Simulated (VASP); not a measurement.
# YWF3 (Pm-3m) in VASP: notebook, part 2 of 3

VASP 6.6.1.

### 3 Relaxation of cell and atoms, PBE

This run uses another cell than the first one, of 15.79 Å³/atom, 0.994 times its volume.

INCAR reads:

```
PREC     = Accurate       # precision mode
ENCUT    = 600            # plane-wave cutoff, eV
EDIFF    = 1E-6           # SCF threshold, eV
ISMEAR   = 0              # smearing method
SIGMA    = 0.1            # smearing width, eV
LREAL    = F              # projectors in reciprocal space
LASPH    = T              # aspherical terms in the spheres
NELM     = 100            # most SCF steps
ALGO     = Normal         # electronic algorithm
ISIF     = 3              # what is computed and relaxed
LWAVE    = F              # write WAVECAR
LCHARG   = F              # write CHGCAR
GGA      = PE             # functional
IBRION   = 2              # ionic algorithm
NSW      = 100            # ionic steps
EDIFFG   = -0.01          # ionic threshold
```

KPOINTS reads:

```
regular mesh
0
Gamma
  10 10 10
```

POSCAR reads:

```
YWF3
1.0
    4.2902771392      0.0000000000      0.0000000000
    0.0000000000      4.2902771392      0.0000000000
    0.0000000000      0.0000000000      4.2902771392
Y W F
1 1 3
Direct
    0.0000000000      0.0000000000      0.0000000000
    0.5000000000      0.5000000000      0.5000000000
    0.5000000000      0.5000000000      0.0000000000
    0.0000000000      0.5000000000      0.5000000000
    0.5000000000      0.0000000000      0.5000000000
```

Potentials or basis: VASP PAW PBE potentials, release 64 (Y_sv, W_sv, F).

On the command line:

```sh
$ cat potpaw_PBE.64/Y_sv/POTCAR potpaw_PBE.64/W_sv/POTCAR potpaw_PBE.64/F/POTCAR > POTCAR
$ mpirun -np 1 vasp_std > vasp.out
```

OUTCAR:

```text
PREC = Accurate
   ENCUT = 600
   EDIFF = 1E-6
   ISMEAR = 0
   LREAL = F
   LASPH = T
   NELM = 100
   ISIF = 3
   GGA = PE
   IBRION = 2
   NSW = 100
   EDIFFG = -0.01

 ion  position               nearest neighbor table
   1  0.000  0.000  0.000-   3 3.03   4 3.03   5 3.03   4 3.03   5 3.03   3 3.03   4 3.03   4 3.03
                             3 3.03   5 3.03   5 3.03   3 3.03   2 3.72   2 3.72   2 3.72   2 3.72
   2  0.500  0.500  0.500-   3 2.15   4 2.15   5 2.15   3 2.15   5 2.15   4 2.15   1 3.72   1 3.72
                             1 3.72   1 3.72   1 3.72   1 3.72   1 3.72   1 3.72
   3  0.500  0.500  0.000-   2 2.15   2 2.15   1 3.03   1 3.03   1 3.03   1 3.03
   4  0.000  0.500  0.500-   2 2.15   2 2.15   1 3.03   1 3.03   1 3.03   1 3.03
   5  0.500  0.000  0.500-   2 2.15   2 2.15   1 3.03   1 3.03   1 3.03   1 3.03

  LATTYP: Found a simple cubic cell.
 ALAT       =     4.2902771392

  Lattice vectors:

 A1 = (   4.2902771392,   0.0000000000,   0.0000000000)
 A2 = (   0.0000000000,   4.2902771392,   0.0000000000)
 A3 = (   0.0000000000,   0.0000000000,   4.2902771392)

Analysis of symmetry for initial positions (statically):
=====================================================================
 Subroutine PRICEL returns:
 Original cell was already a primitive cell.

 Routine SETGRP: Setting up the symmetry group for a
 simple cubic supercell.

 Subroutine GETGRP returns: Found 48 space group operations
 (whereof 48 operations were pure point group operations)
 out of a pool of 48 trial point group operations.

The static configuration has the point symmetry O_h .

Analysis of symmetry for dynamics (positions and initial velocities):
=====================================================================
 Subroutine PRICEL returns:
 Original cell was already a primitive cell.

 Routine SETGRP: Setting up the symmetry group for a
 simple cubic supercell.

 Subroutine GETGRP returns: Found 48 space group operations
 (whereof 48 operations were pure point group operations)
 out of a pool of 48 trial point group operations.

The dynamic configuration has the point symmetry O_h .

 Subroutine INISYM returns: Found 48 space group operations
 (whereof 48 operations are pure point group operations),
 and found     1 'primitive' translations

----------------------------------------------------------------------------------------

                                     Primitive cell

  volume of cell :      78.9689

  direct lattice vectors                    reciprocal lattice vectors
     4.290277139  0.000000000  0.000000000     0.233085176  0.000000000  0.000000000
     0.000000000  4.290277139  0.000000000     0.000000000  0.233085176  0.000000000
     0.000000000  0.000000000  4.290277139     0.000000000  0.000000000  0.233085176

  length of vectors
     4.290277139  4.290277139  4.290277139     0.233085176  0.233085176  0.233085176

  position of ions in fractional coordinates (direct lattice)
     0.000000000  0.000000000  0.000000000
     0.500000000  0.500000000  0.500000000
     0.500000000  0.500000000  0.000000000
     0.000000000  0.500000000  0.500000000
     0.500000000  0.000000000  0.500000000

  ion indices of the primitive-cell ions
   primitive index   ion index
                 1           1
                 2           2
                 3           3
                 4           4
[... 56 lines left out ...]
   number of dos      NEDOS =    301   number of ions     NIONS =      5
   total plane-waves  NPLWV =  46656
   dimension x,y,z NGX =    36 NGY =   36 NGZ =   36
   dimension x,y,z NGXF=    72 NGYF=   72 NGZF=   72
   ions per type =               1   1   3
   NGX,Y,Z   is equivalent  to a cutoff of  13.95, 13.95, 13.95 a.u.
   NGXF,Y,Z  is equivalent  to a cutoff of  27.90, 27.90, 27.90 a.u.
 SYSTEM =  unknown system
   PREC   = accura    normal or accurate (medium, high low for compatibility)
   ISTART =      0    job   : 0-new  1-cont  2-samecut
   ICHARG =      2    charge: 1-file 2-atom 10-const
   ISPIN  =      1    spin polarized calculation?
   LNONCOLLINEAR =      F non collinear calculations
   LSORBIT =      F    spin-orbit coupling
   LASPH  =      T    aspherical Exc in radial PAW
   ENCUT  =  600.0 eV  44.10 Ry    6.64 a.u.   8.57  8.57  8.57*2*pi/ulx,y,z
   NELM   =    100;   NELMIN=  2; NELMDL= -5     # of ELM steps
   EDIFF  = 0.1E-05   stopping-criterion for ELM
   LREAL  =      F    real-space projection
   EDIFFG = -.1E-01   stopping-criterion for IOM
   NSW    =    100    number of steps for IOM
   IBRION =      2    ionic relax: 0-MD 1-quasi-New 2-CG
   NFREE  =      1    steps in history (QN), initial steepest desc. (CG)
   ISIF   =      3    stress and relaxation
   ISYM   =      2    0-nonsym 1-usesym 2-fastsym
   POTIM  = 0.5000    time-step for ionic-motion
   TEBEG  =    0.0;   TEEND  =   0.0 temperature during run
   PSTRESS=    0.0 pullay stress
   NELECT =      46.0000    total number of electrons
   NUPDOWN=      -1.0000    fix difference up-down
   EMIN   =  10.00;   EMAX   =-10.00  energy-range for DOS
   EFERMI =   0.00;   METHOD = LEGACY
   ISMEAR =     0;   SIGMA  =   0.10  broadening in eV -4-tet -1-fermi 0-gaus
   EFERMI_NEDOS =   21; number of points for ismear=-14 and -15
   IALGO  =     38    algorithm
   IMIX   =      4    mixing-type and parameters
     AMIX     =   0.40;   BMIX     =  1.00
     AMIX_MAG =   1.60;   BMIX_MAG =  1.00
  volume/ion in A,a.u.               =      15.79       106.58
  Fermi-wavevector in a.u.,A,eV,Ry     =   1.367232  2.583693 25.433674  1.869322
  Thomas-Fermi vector in A             =   2.493302
   LORBIT       =      0    0 simple, 1 ext, 2 COOP (PROOUT), +10 PAW based schemes
   GGA     = PE    functional components
   LHFCALC =     F    Hartree Fock is set to
   AEXX    =    0.0000 exact exchange contribution
   IVDW    =     0    specifies the selected vdW correction
   LEPSILON=     F    determine dielectric tensor
   LRPA    =     F    only Hartree local field effects (RPA)
 conjugate gradient relaxation of ions
 non-spin polarized calculation
 Gauss-broadening in eV      SIGMA  =   0.10
  energy-cutoff  :      600.00
  volume of cell :       78.97
 maximum number of plane-waves:      2666
 NGX is ok and might be reduce to    36
   NGX = 17   NGY = 17   NGZ = 17

--------------------------------------- Ionic step        1  -------------------------------------------

 number of electron      46.0000004 magnetization

 Free energy of the ion-electron system (eV)
  ---------------------------------------------------
  ext. energy  EPLUGINS =         0.00000000
  ---------------------------------------------------
  free energy    TOTEN  =       -29.10749801 eV

  energy without entropy =      -29.06939905  energy(sigma->0) =      -29.08844853

------------------------ aborting loop because EDIFF is reached ----------------------------------------

  FORCE on cell =-STRESS in cart. coord.  units (eV):
  Direction    XX          YY          ZZ          XY          YZ          ZX
  --------------------------------------------------------------------------------------
  -------------------------------------------------------------------------------------
  Total        0.4323105      0.4323105      0.4323105     -0.0000000      0.0000000      0.0000000
  in kB        8.7710238      8.7710238      8.7710238     -0.0000000      0.0000000      0.0000000
  external PRESSURE =       8.7710238 kB  Pullay stress =       0.0000000 kB
[... 65 lines left out ...]
--------------------------------------- Ionic step        3  -------------------------------------------

 number of electron      45.9999988 magnetization

 Free energy of the ion-electron system (eV)
  ---------------------------------------------------
  ext. energy  EPLUGINS =         0.00000000
  ---------------------------------------------------
  free energy    TOTEN  =       -29.10953610 eV

  energy without entropy =      -29.07083956  energy(sigma->0) =      -29.09018783

 E-fermi :   5.9043     XC(G=0): -10.3431

 val. band max:        5.8950239788   @ k =   0.3000   0.3000   0.2000
 cond. band min:       5.9070861098   @ k =   0.2000   0.2000   0.0000
 fundamental gap:      0.0120621310
 Fermi energy:         5.9043213173

 k-point     1 :       0.0000    0.0000    0.0000
  band No.  band energies     occupation
      1     -68.9089      2.00000
      2     -38.8304      2.00000
      3     -33.1890      2.00000
      4     -33.1890      2.00000
      5     -33.1890      2.00000
      6     -20.8458      2.00000
[... 709 lines left out ...]
     26       6.1596      0.00031
     27       7.3325      0.00000

 [... further k-points ...]

------------------------ aborting loop because EDIFF is reached ----------------------------------------

  FORCE on cell =-STRESS in cart. coord.  units (eV):
  Direction    XX          YY          ZZ          XY          YZ          ZX
  --------------------------------------------------------------------------------------
  -------------------------------------------------------------------------------------
  Total        0.0033275      0.0033275      0.0033275     -0.0000000      0.0000000      0.0000000
  in kB        0.0668687      0.0668687      0.0668687     -0.0000000      0.0000000      0.0000000
  external PRESSURE =       0.0668687 kB  Pullay stress =       0.0000000 kB
[... 20 lines left out ...]
  FREE ENERGIE OF THE ION-ELECTRON SYSTEM (eV)
  ---------------------------------------------------
  free  energy   TOTEN  =       -29.1095360962 eV

  energy  without entropy=      -29.0708395604  energy(sigma->0) =      -29.09018783

 reached required accuracy - stopping structural energy minimisation
```

Run time: 3.2 min. Hardware: 1 thread of AMD EPYC 9R45 (Zen 5), shared host; peak memory 0.3 GiB.

What came out:

```yaml
Free_energy: -29.1095 eV
Relaxed_volume: 15.95 Å³/atom
Relaxed_cell: a = 4.304 Å, b = 4.304 Å, c = 4.304 Å, α = 90.00°, β = 90.00°, γ = 90.00°
Space_group_after_relaxing_to_0.05_Å: Pm-3m (No. 221)
Energy_gained_by_relaxing: 0.4 meV/atom
Ionic_steps: 3
Pressure_after_relaxing: 0.0 GPa
Band_gap_on_the_k_mesh: zero (band 23 reaches 6.38 eV, above the bottom of band 24 at 4.59 eV)
```

Step by step:
| step | energy change (eV) | largest force (eV/Å) | pressure (GPa) | volume (Å³) |
| --- | --- | --- | --- | --- |
| 1 | 0.0000 | 0.0000 | 0.88 | 78.97 |
| 2 | -0.0019 | 0.0000 | -0.26 | 79.96 |
| 3 | -0.0020 | 0.0000 | 0.01 | 79.73 |

Final structure:
```xyz
5
Lattice="4.3040 0.0000 0.0000 0.0000 4.3040 0.0000 0.0000 0.0000 4.3040" Properties=species:S:1:pos:R:3 pbc="T T T"
Y     0.0000    0.0000    0.0000
W     2.1520    2.1520    2.1520
F     2.1520    2.1520    0.0000
F     0.0000    2.1520    2.1520
F     2.1520    0.0000    2.1520
```

Caveat: spin-orbit coupling is left out, which moves the levels of the heavy elements.

(Part 2 of 3 ends here.)
